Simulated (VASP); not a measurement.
Here is a VASP 6.6.1 calculation.

The input INCAR:

```
SYSTEM = TiCo3
PREC = Accurate
ENCUT = 520
EDIFF = 1E-7
ISMEAR = 0
SIGMA = 0.2
LREAL = .FALSE.
LASPH = .TRUE.
NELM = 150
ALGO = Normal
ISIF = 2
LWAVE = .FALSE.
LCHARG = .FALSE.
ISPIN = 2
MAGMOM = 0 0.26 0.26 0.26
LORBIT = 11
LMAXMIX = 4
GGA = PS
NBANDS = 32
```

The input KPOINTS:

```
regular mesh
0
G
  12 12 12
  0 0 0
```

POSCAR

```
TiCo3
1.0
    3.5045431069      0.0000000000      0.0000000000
    0.0000000000      3.5045431069      0.0000000000
    0.0000000000      0.0000000000      3.5045431069
Ti Co
1 3
Direct
    0.0000000000      0.0000000000      0.0000000000
    0.0000000000      0.5000000000      0.5000000000
    0.5000000000      0.0000000000      0.5000000000
    0.5000000000      0.5000000000      0.0000000000
```

Potentials or basis: VASP PAW PBE potentials, release 64 (Ti_sv, Co).

Launch:

```console
$ cat potpaw_PBE.64/Ti_sv/POTCAR potpaw_PBE.64/Co/POTCAR > POTCAR
$ mpirun -np 1 vasp_std > vasp.out
```

(1) Predict the site moments.

(2) What does it give for the pressure?

(3) Predict the net moment.

Answers

(1) Ti -0.03; Co +0.09 μB.

(2) 4.2 GPa.

(3) 0.22 μB per cell.

Caveat: the cell stands under pressure; the PAW data sets were made with another functional, which shifts forces and pressure a little.
